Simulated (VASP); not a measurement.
Input of a VASP 6.6.1 run:

File INCAR:

```
  PREC = Accurate
  ENCUT = 520
  EDIFF = 1E-7
  ISMEAR = 1
  SIGMA = 0.1
  LREAL = False
  LASPH = True
  NELM = 80
  ALGO = Normal
  ISIF = 2
  LWAVE = False
  LCHARG = True
  GGA = PS
  LELF = True
  LVHAR = True
  NBANDS = 17
```

Contents of KPOINTS:

```
regular mesh
0
Gamma
  12 12 6
```

Contents of POSCAR:

```
Pt
1.0
    2.7606660000      0.0000000000      0.0000000000
   -1.3803330000      2.3908070000      0.0000000000
    0.0000000000      0.0000000000      4.7921340000
Pt
2
Direct
    0.6666666667      0.3333333333      0.7500000000
    0.3333333333      0.6666666667      0.2500000000
```

Potentials or basis: VASP PAW PBE potentials, release 64 (Pt).

The run is started by

```console
$ cat potpaw_PBE.64/Pt/POTCAR > POTCAR
$ mpirun -np 1 vasp_std > vasp.out
```

(1) Estimate the pressure.

(2) Predict the band gap on the k mesh.

Results:

(1) -11.3 GPa.

(2) zero (bands 10 and 11 overlap by 1.27 eV).

Caveat: the cell stands under tension; the PAW data sets were made with another functional, which shifts forces and pressure a little; spin-orbit coupling is left out, which moves the levels of the heavy elements.
